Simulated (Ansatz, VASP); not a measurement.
**BiS in VASP and in Ansatz**

File INCAR:

```
SYSTEM = BiS
PREC = Accurate
ENCUT = 600
EDIFF = 1E-6
ISMEAR = 0
SIGMA = 0.1
LREAL = .FALSE.
LASPH = .TRUE.
NELM = 100
ALGO = Normal
ISIF = 3
LWAVE = .FALSE.
LCHARG = .FALSE.
GGA = PE
IBRION = 2
NSW = 100
EDIFFG = -0.01
```

File KPOINTS:

```
regular mesh
0
G
  16 16 16
  0 0 0
```

Contents of POSCAR:

```
BiS
1.0
    3.5840968716      0.0000000000      0.0000000000
    0.0000000000      3.5840968716      0.0000000000
    0.0000000000      0.0000000000      3.5840968716
Bi S
1 1
Direct
    0.5000000000      0.5000000000      0.5000000000
    0.0000000000      0.0000000000      0.0000000000
```

Input for Ansatz:

```yaml
crystal:
  lattice:
    - [3.5840968716, 0.0, 0.0]
    - [0.0, 3.5840968716, 0.0]
    - [0.0, 0.0, 3.5840968716]
  atoms:
    - { symbol: Bi, position: [0.5, 0.5, 0.5] }
    - { symbol: S, position: [0.0, 0.0, 0.0] }
basis:
  ecutwfc: 420
kpoints:
  mp_grid: { grid: [16, 16, 16] }
hamiltonian:
  xc: pbe
scf:
  occupations: { method: gaussian, width: 0.1 }
output:
  forces: true
  stress: true
  eigenvalues: true
relax:
  adjacent_minimum: "off"
  f_tol: 0.01
  max_steps: 80
  cell: { stress_tol: 0.05 }
```

Change from the starting cell: species swapped into the ZrIr type (Pm-3m, No. 221).

Alike in both runs: task relaxation of cell and atoms; functional PBE; k mesh 16 × 16 × 16; occupations gaussian, width 0.1 eV; no spin polarisation.

```csv
,VASP,Ansatz
version,VASP 6.6.1,Ansatz 0.2.0
potentials or method,"VASP PAW PBE potentials, release 64 (Bi_d, S), cutoff 600 eV","scalar-relativistic, plane waves, PAW"
valence electrons in the cell,21,21
```

Ansatz gave:

* gap on the k mesh at the Fermi level, each at its own relaxed structure (eV): none
* relaxed volume (Å³/atom): 22.99
* relaxed cell length with the largest relative difference (Å): 3.583

Question: Estimate VASP's values.

Answer: gap on the k mesh at the Fermi level, each at its own relaxed structure (eV): none; relaxed volume (Å³/atom): 22.98; relaxed cell length with the largest relative difference (Å): 3.582.

A gap of «none» marks a metal or a gap that the smearing closes.

Spin-orbit coupling is off throughout.
